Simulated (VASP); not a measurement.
Wanted: the native input for a VASP 6.6.1 run.

```
Task                   : single point
Functional             : PBE
Potentials or basis    : VASP PAW PBE potentials, release 64 (Zn, S)
Cutoff                 : 520 eV
k mesh                 : 9 × 9 × 4
Occupations            : gaussian, width 0.05 eV
Spin                   : no spin polarisation
Dipole correction      : no
Further INCAR settings : ALGO = Normal; EDIFF = 1e-06; NBANDS = 26
```

The structure of ZnS lies in POSCAR:

```
ZnS
1.0
    3.9482351536      0.0000000000      0.0000000000
   -1.9741175768      3.4192719432      0.0000000000
    0.0000000000      0.0000000000      6.3037246812
Zn S
2 2
Direct
    0.2993460745      0.6666666667      0.0052003729
    0.7006539255      0.3333333333      0.5052003729
    0.3607984271      0.6666666667      0.3797996271
    0.6392015729      0.3333333333      0.8797996271
```

This cell differs from its parent crystal: atoms displaced along a vibrational mode, the cell strained.

One way to write it, as run:

INCAR

```
PREC = Accurate
ENCUT = 520
EDIFF = 1E-6
ISMEAR = 0
SIGMA = 0.05
LREAL = F
LASPH = T
NELM = 80
ALGO = Normal
ISIF = 2
LWAVE = F
LCHARG = F
GGA = PE
NBANDS = 26
```

KPOINTS

```
regular mesh
0
Gamma
  9 9 4
```

Potentials or basis: VASP PAW PBE potentials, release 64 (Zn, S).

Run with:

```bash
$ cat potpaw_PBE.64/Zn/POTCAR potpaw_PBE.64/S/POTCAR > POTCAR
$ mpirun -np 1 vasp_std > vasp.out
```

Results of the run:

- Pressure: -3.2 GPa
- Largest force: 0.153 eV/Å
- Band gap on the k mesh: 1.82 eV

Caveat: the cell differs from its parent crystal (atoms displaced along a vibrational mode, the cell strained); the cell stands under tension.

Wall time 3.6 min on 1 thread of Intel(R) Xeon(R) Platinum 8488C (Sapphire Rapids) (shared host), peak memory 0.35 GiB.
